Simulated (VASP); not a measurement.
Here is a VASP 6.6.1 calculation.

Contents of POSCAR:

```
PbSe
1.0
    0.0000000000      3.0472465099      3.0472465099
    3.0472465099      0.0000000000      3.0472465099
    3.0472465099      3.0472465099      0.0000000000
Pb Se
1 1
Direct
    0.5000000000      0.5000000000      0.5000000000
    0.0000000000      0.0000000000      0.0000000000
```

INCAR.step1

```
  ALGO = Normal
  EDIFF = 1E-4
  ENCUT = 520
  GGA = PE
  ISMEAR = 0
  LASPH = T
  LCHARG = F
  LREAL = F
  LWAVE = T
  NBANDS = 17
  NELM = 100
  PREC = Accurate
  SIGMA = 0.05
```

The input INCAR.step2:

```
  ALGO = Normal
  EDIFF = 1E-6
  ENCUT = 520
  ISIF = 2
  ISMEAR = 0
  ISTART = 1
  LASPH = T
  LCHARG = F
  LMIXTAU = T
  LREAL = F
  LWAVE = F
  METAGGA = R2SCAN
  NBANDS = 17
  NELM = 100
  PREC = Accurate
  SIGMA = 0.05
```

The input KPOINTS:

```
k-points
0
Gamma
  10 10 10
```

Potentials or basis: VASP PAW PBE potentials, release 64 (Pb_d, Se).

Run with:

```sh
$ cat potpaw_PBE.64/Pb_d/POTCAR potpaw_PBE.64/Se/POTCAR > POTCAR
$ cp INCAR.step1 INCAR
$ mpirun -np 1 vasp_std > vasp.out
$ cp INCAR.step2 INCAR
$ mpirun -np 1 vasp_std > vasp.out
```

(1) What does it give for the pressure?

(2) What does it give for the band gap on the k mesh?

Answers

(1) 2.3 GPa.

(2) 0.53 eV, direct.

Caveat: the PAW data sets were made with another functional, which shifts forces and pressure a little; spin-orbit coupling is left out, which moves the levels of the heavy elements.
